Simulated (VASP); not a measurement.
# Os4C in VASP: relaxation of the atoms with LDA

Aim: the relaxation of the atoms of Os4C with LDA.

All numbers are computed with VASP 6.6.1; they aren't measurements. Logs are shortened: lines on timing, memory, paths and dates and some standing lists are left out, and cuts for length are marked.

## 1. The cell of the first run

The cell holds a slab with vacuum, 5 atoms: a = 2.715 Å, b = 2.715 Å, c = 21.866 Å, α = 90.00°, β = 90.00°, γ = 120.00°.

## 2. Relaxation of the atoms, LDA

Contents of INCAR:

```
PREC     = Accurate       # precision mode
ENCUT    = 520            # plane-wave cutoff, eV
EDIFF    = 1E-6           # SCF threshold, eV
ISMEAR   = 0              # smearing method
SIGMA    = 0.1            # smearing width, eV
LREAL    = False          # projectors in reciprocal space
LASPH    = True           # aspherical terms in the spheres
NELM     = 80             # most SCF steps
ALGO     = Normal         # electronic algorithm
ISIF     = 2              # what is computed and relaxed
LWAVE    = False          # write WAVECAR
LCHARG   = False          # write CHGCAR
LDIPOL   = True         
IDIPOL   = 3            
DIPOL    = 0.5 0.5 0.370
GGA      = CA             # functional
IBRION   = 2              # ionic algorithm
NSW      = 36             # ionic steps
EDIFFG   = -0.025         # ionic threshold
```

Contents of KPOINTS:

```
regular mesh
0
Gamma
  12 12 1
```

Contents of POSCAR:

```
Os4C
1.0
    2.7145740629      0.0000000000      0.0000000000
   -1.3572870314      2.3508900989      0.0000000000
    0.0000000000      0.0000000000     21.8661488866
Os C
4 1
Selective dynamics
Direct
    0.6666666667      0.3333333333      0.1829311609  F F F
    0.3333333333      0.6666666667      0.2811020214  F F F
    0.6666666667      0.3333333333      0.3787246389  F F F
    0.3333333333      0.6666666667      0.4740729124  F F F
    0.3333333333      1.1666666667      0.5334353576  F F T
```

Potentials or basis: VASP PAW LDA potentials, release 64 (Os, C).

Command:

```sh
$ cat potpaw_LDA.64/Os/POTCAR potpaw_LDA.64/C/POTCAR > POTCAR
$ mpirun -np 1 vasp_std > vasp.out
```

OUTCAR:

```text
PREC = Accurate
   ENCUT = 520
   EDIFF = 1E-6
   ISMEAR = 0
   LREAL = False
   LASPH = True
   NELM = 80
   ISIF = 2
   GGA = CA
   IBRION = 2
   NSW = 36
   EDIFFG = -0.025

 ion  position               nearest neighbor table
   1  0.667  0.333  0.183-   2 2.66   2 2.66   2 2.66
   2  0.333  0.667  0.281-   3 2.65   3 2.65   3 2.65   1 2.66   1 2.66   1 2.66
   3  0.667  0.333  0.379-   4 2.61   4 2.61   4 2.61   2 2.65   2 2.65   2 2.65
   4  0.333  0.667  0.474-   5 1.88   5 1.88   3 2.61   3 2.61   3 2.61   5 2.69   5 2.69
   5  0.333  0.167  0.533-   4 1.88   4 1.88   4 2.69   4 2.69

  LATTYP: Found a hexagonal cell.
 ALAT       =     2.7145740629
 C/A-ratio  =     8.0550938674

  Lattice vectors:

 A1 = (   2.7145740629,   0.0000000000,   0.0000000000)
 A2 = (  -1.3572870314,   2.3508900989,   0.0000000000)
 A3 = (   0.0000000000,   0.0000000000,  21.8661488866)

Analysis of symmetry for initial positions (statically):
=====================================================================
 Subroutine PRICEL returns:
 Original cell was already a primitive cell.

 Routine SETGRP: Setting up the symmetry group for a
 hexagonal supercell.

 Subroutine GETGRP returns: Found  2 space group operations
 (whereof  2 operations were pure point group operations)
 out of a pool of 24 trial point group operations.

The static configuration has the point symmetry C_1h.

Analysis of symmetry for dynamics (positions and initial velocities):
=====================================================================
 Subroutine PRICEL returns:
 Original cell was already a primitive cell.

 Routine SETGRP: Setting up the symmetry group for a
 hexagonal supercell.

 Subroutine GETGRP returns: Found  2 space group operations
 (whereof  2 operations were pure point group operations)
 out of a pool of 24 trial point group operations.

The dynamic configuration has the point symmetry C_1h.

Analysis of constrained symmetry for selective dynamics:
=====================================================================
 Subroutine PRICEL returns:
 Original cell was already a primitive cell.

 Routine SETGRP: Setting up the symmetry group for a
 hexagonal supercell.

 Subroutine GETGRP returns: Found  2 space group operations
 (whereof  2 operations were pure point group operations)
 out of a pool of 24 trial point group operations.

The constrained configuration has the point symmetry C_1h.

[... 118 lines left out ...]
   EFERMI =   0.00;   METHOD = LEGACY
   ISMEAR =     0;   SIGMA  =   0.10  broadening in eV -4-tet -1-fermi 0-gaus
   EFERMI_NEDOS =   21; number of points for ismear=-14 and -15
   IALGO  =     38    algorithm
   IMIX   =      4    mixing-type and parameters
     AMIX     =   0.40;   BMIX     =  1.00
     AMIX_MAG =   1.60;   BMIX_MAG =  1.00
  volume/ion in A,a.u.               =      27.91       188.34
  Fermi-wavevector in a.u.,A,eV,Ry     =   1.042174  1.969423 14.777649  1.086127
  Thomas-Fermi vector in A             =   2.176827
   LORBIT       =      0    0 simple, 1 ext, 2 COOP (PROOUT), +10 PAW based schemes
   GGA     = CA    functional components
   LHFCALC =     F    Hartree Fock is set to
   AEXX    =    0.0000 exact exchange contribution
   IVDW    =     0    specifies the selected vdW correction
   LEPSILON=     F    determine dielectric tensor
   LRPA    =     F    only Hartree local field effects (RPA)
 conjugate gradient relaxation of ions
 non-spin polarized calculation
 Gauss-broadening in eV      SIGMA  =   0.10
  energy-cutoff  :      520.00
  volume of cell :      139.54
 maximum number of plane-waves:      3813
   NGX = 11   NGY = 11   NGZ = 81

 dipolmoment           0.000000      0.000000     -1.022801 electrons x Angstroem

--------------------------------------- Ionic step        1  -------------------------------------------

 number of electron      35.9999999 magnetization

 Free energy of the ion-electron system (eV)
  ---------------------------------------------------
  ext. energy  EPLUGINS =         0.00000000
  ---------------------------------------------------
  free energy    TOTEN  =       -55.00232816 eV

  energy without entropy =      -54.98408203  energy(sigma->0) =      -54.99320509

------------------------ aborting loop because EDIFF is reached ----------------------------------------

  FORCE on cell =-STRESS in cart. coord.  units (eV):
  Direction    XX          YY          ZZ          XY          YZ          ZX
  --------------------------------------------------------------------------------------
  -------------------------------------------------------------------------------------
  Total        2.9031578      5.4406042      4.7610943     -2.1974930     -0.4823399     -0.8354374
  in kB       33.3330385     62.4671065     54.6652125    -25.2308430     -5.5380568     -9.5921984
  external PRESSURE =      50.1551192 kB  Pullay stress =       0.0000000 kB
[... 65 lines left out ...]
--------------------------------------- Ionic step        3  -------------------------------------------

 number of electron      35.9999999 magnetization

 dipolmoment           0.000000      0.000000      0.028785 electrons x Angstroem

 Free energy of the ion-electron system (eV)
  ---------------------------------------------------
  ext. energy  EPLUGINS =         0.00000000
  ---------------------------------------------------
  free energy    TOTEN  =       -55.04182607 eV

  energy without entropy =      -55.02387683  energy(sigma->0) =      -55.03285145

 E-fermi :   0.8786     XC(G=0):  -7.0874

 val. band max:        0.8682780560   @ k =  -0.2500   0.1667   0.0000
 cond. band min:       0.8884058503   @ k =   0.4167   0.0000   0.0000
 fundamental gap:      0.0201277943
 Fermi energy:         0.8785673560

 k-point     1 :       0.0000    0.0000    0.0000
  band No.  band energies     occupation
      1     -12.8997      2.00000
      2      -9.4993      2.00000
      3      -7.8030      2.00000
      4      -7.1015      2.00000
      5      -6.7574      2.00000
      6      -3.8715      2.00000
[... 589 lines left out ...]
     21       2.3447      0.00000
     22       2.8841      0.00000

 [... further k-points ...]

------------------------ aborting loop because EDIFF is reached ----------------------------------------

 vacuum level on the upper side and lower side of the slab       (xc-potential included)         0.245        -0.647

  FORCE on cell =-STRESS in cart. coord.  units (eV):
  Direction    XX          YY          ZZ          XY          YZ          ZX
  --------------------------------------------------------------------------------------
  -------------------------------------------------------------------------------------
  Total        1.4139875      3.1917457      2.7853204     -1.5395838     -0.3859370     -0.6684626
  in kB       16.2349085     36.6465038     31.9800705    -17.6769601     -4.4311930     -7.6750526
  external PRESSURE =      28.2871609 kB  Pullay stress =       0.0000000 kB
[... 20 lines left out ...]
  FREE ENERGIE OF THE ION-ELECTRON SYSTEM (eV)
  ---------------------------------------------------
  free  energy   TOTEN  =       -55.0418260684 eV

  energy  without entropy=      -55.0238768253  energy(sigma->0) =      -55.03285145

 reached required accuracy - stopping structural energy minimisation

 vacuum level on the upper side and lower side of the slab         7.233         6.299
```

OSZICAR:

```text
N       E                     dE             d eps       ncg     rms          rms(c)
DAV:   1     0.273306219997E+03    0.27331E+03   -0.15955E+04  1892   0.142E+03
DAV:   2    -0.288909487029E+02   -0.30220E+03   -0.28885E+03  2384   0.431E+02
DAV:   3    -0.578150418577E+02   -0.28924E+02   -0.27567E+02  2540   0.108E+02
[... 85 lines left out ...]
DAV:  10    -0.550418161834E+02   -0.31687E-06   -0.31053E-05  3002   0.290E-02    0.147E-02
DAV:  11    -0.550418181710E+02   -0.19876E-05   -0.13143E-06  1464   0.972E-03    0.139E-02
DAV:  12    -0.550418239995E+02   -0.58285E-05   -0.40242E-06  2000   0.113E-02    0.746E-03
DAV:  13    -0.550418258337E+02   -0.18342E-05   -0.12629E-06  1354   0.807E-03    0.442E-03
DAV:  14    -0.550418260684E+02   -0.23469E-06   -0.23244E-07  1180   0.415E-03
   3 F= -.55041826E+02 E0= -.55032851E+02  d E =-.394979E-01
```

CONTCAR:

```text
Os4C
   1.00000000000000
     2.7145740629000001    0.0000000000000000    0.0000000000000000
    -1.3572870314000001    2.3508900988999999    0.0000000000000000
     0.0000000000000000    0.0000000000000000   21.8661488866000013
  Os              C
     4     1
Selective dynamics
Direct
     0.6666666667000030    0.3333333332999970    0.1829311608999973   F   F   F
     0.3333333332999970    0.6666666667000030    0.2811020214000024   F   F   F
     0.6666666667000030    0.3333333332999970    0.3787246389000032   F   F   F
     0.3333333332999970    0.6666666667000030    0.4740729123999969   F   F   F
     0.3333333332999970    0.1666666667000030    0.5368836612716215   F   F   T

  0.00000000E+00  0.00000000E+00  0.00000000E+00
  0.00000000E+00  0.00000000E+00  0.00000000E+00
  0.00000000E+00  0.00000000E+00  0.00000000E+00
  0.00000000E+00  0.00000000E+00  0.00000000E+00
  0.00000000E+00  0.00000000E+00  0.00000000E+00
```

It took 8.2 min on 1 thread of Intel Xeon Platinum 8559C (Emerald Rapids), shared host; peak memory 0.29 GiB.

What came out:

```
Free energy               : -55.0418 eV
Energy gained by relaxing : 7.9 meV/atom
Ionic steps               : 3
Band gap on the k mesh    : zero (bands 18 and 19 overlap by 2.67 eV)
```

Step by step:
```csv
step,energy change (eV),largest force on free atoms (eV/Å),pressure (GPa)
1,0.0000,1.1318,5.02
2,-0.0369,0.2623,3.41
3,-0.0395,0.0035,2.83
```

Final structure:
```xyz
5
Lattice="2.7146 0.0000 0.0000 -1.3573 2.3509 0.0000 0.0000 0.0000 21.8661" Properties=species:S:1:pos:R:3 pbc="T T T"
Os    1.3573    0.7836    4.0000
Os    0.0000    1.5673    6.1466
Os    1.3573    0.7836    8.2812
Os    0.0000    1.5673   10.3661
C     0.6786    0.3918   11.7396
```

Caveat: spin-orbit coupling is left out, which moves the levels of the heavy elements.

The gap in the log of VASP goes by the Fermi energy; the results here count the filled bands.